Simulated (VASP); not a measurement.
Crystal: ZnS.

```
Zn S
1.0
     0.00000    2.70200    2.70200
     2.70200    0.00000    2.70200
     2.70200    2.70200    0.00000
Zn S
1 1
Cartesian
  1.3510 1.3510 1.3510
  0.0000 0.0000 0.0000
```

```yaml
Program: VASP 6.6.1
Task: relaxation of cell and atoms
Functional: LDA
Potentials_or_basis: VASP PAW LDA potentials, release 64 (Zn, S)
Cutoff: 600 eV
k_mesh: 10 × 10 × 10
Occupations: gaussian, width 0.02 eV
Spin: no spin polarisation
```

At the start: pressure -4.4 GPa; volume 19.73 Å³/atom.

**Question.** Where does the relaxation end?

**Answer.** Over 3 steps the energy falls by 15.7 meV/atom and the volume is 18.63 Å³/atom (-5.6 %); space group F-43m (No. 216, to 0.1 Å) before and after.

The path:
| step | energy change (eV) | largest force (eV/Å) | pressure (GPa) | volume (Å³) |
| --- | --- | --- | --- | --- |
| 1 | 0.0000 | 0.0000 | -4.35 | 39.45 |
| 2 | -0.0268 | 0.0000 | 1.92 | 36.47 |
| 3 | -0.0314 | 0.0000 | -0.01 | 37.25 |

Final structure:
```
CELL_PARAMETERS angstrom
0.00000 2.65084 2.65084
2.65084 0.00000 2.65084
2.65084 2.65084 0.00000
ATOMIC_POSITIONS crystal
Zn 0.25000 0.25000 0.25000
S 0.00000 0.00000 0.00000
```
